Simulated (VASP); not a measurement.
A run of VASP 6.6.1:

POSCAR

```
Nb
1.0
    2.8683794126      0.0000000000      0.0000000000
   -1.4341897063      2.4840894390      0.0000000000
    0.0000000000      0.0000000000      5.2394386757
Nb
2
Direct
    0.3333333333      0.6666666667      0.2500000000
    0.6666666667      0.3333333333      0.7500000000
```

The input INCAR.step1:

```
PREC = Accurate ; ENCUT = 520
EDIFF = 1E-6 ; ISMEAR = -1
SIGMA = 0.05 ; LREAL = False
LASPH = True ; NELM = 80
ALGO = Normal ; ISIF = 2
LWAVE = False ; LCHARG = True
LMAXMIX = 4 ; GGA = PE
NBANDS = 20
```

KPOINTS.step1

```
regular mesh
0
Gamma
  16 16 9
```

INCAR.step2

```
PREC = Accurate ; ENCUT = 520
EDIFF = 1E-6 ; ISMEAR = -5
SIGMA = 0.05 ; LREAL = False
LASPH = True ; NELM = 80
ALGO = Normal ; ISIF = 2
LWAVE = False ; LCHARG = False
LMAXMIX = 4 ; GGA = PE
LORBIT = 10 ; NBANDS = 20
NEDOS = 1001 ; ICHARG = 11
```

File KPOINTS.step2:

```
regular mesh
0
Gamma
  24 24 14
```

Potentials or basis: VASP PAW PBE potentials, release 64 (Nb_sv).

The run is started by

```console
$ cat potpaw_PBE.64/Nb_sv/POTCAR > POTCAR
$ cp INCAR.step1 INCAR
$ cp KPOINTS.step1 KPOINTS
$ mpirun -np 1 vasp_std > vasp.out
$ cp INCAR.step2 INCAR
$ cp KPOINTS.step2 KPOINTS
$ mpirun -np 1 vasp_std > vasp.out
```

Hardware: 1 thread of Intel Xeon 6975P-C, with other jobs on the host.

Task: Estimate the wall time of this run.

Result: It took 3.7 min on 1 thread of Intel Xeon 6975P-C (shared host), peak memory 0.4 GiB. Counts: k points 488.
